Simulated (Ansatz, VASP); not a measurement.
# Two plane-wave programs on Si3N4

```
Si N
1.0
     7.61868    0.00000    0.00000
    -3.80934    6.59797    0.00000
     0.00000    0.00000    2.91137
Si N
6 8
Direct
  0.76783 0.17406 0.24891
  0.59377 0.76783 0.74891
  0.82594 0.59377 0.24891
  0.23217 0.82594 0.74891
  0.40623 0.23217 0.24891
  0.17406 0.40623 0.74891
  0.02988 0.32994 0.24892
  0.69994 0.02988 0.74892
  0.67006 0.69994 0.24892
  0.97012 0.67006 0.74892
  0.30006 0.97012 0.24892
  0.32994 0.30006 0.74892
  0.66667 0.33333 0.24891
  0.33333 0.66667 0.74891
```

Alike in both runs: functional PBE; dispersion D3(BJ); k mesh 6 × 6 × 8; occupations gaussian, width 0.02 eV; no spin polarisation.

Ansatz relaxed the structure, and its values are those at the end. VASP's run is a single point on that final structure, the one shown.

```csv
,VASP,Ansatz
version,VASP 6.6.1,Ansatz 0.2.0
potentials or method,"VASP PAW PBE potentials, release 64 (Si, N), cutoff 520 eV","scalar-relativistic, plane waves, PAW"
valence electrons in the cell,64,64
```

|  | VASP | Ansatz | Ansatz less VASP |
| --- | --- | --- | --- |
| gap on the k mesh at the Fermi level (eV) | 4.32 | 4.33 | +0.012 |
| least direct gap on the mesh (eV) | 4.50 | 4.52 | +0.011 |
| pressure (GPa) | -0.3 | 0.0 | +0.29 |
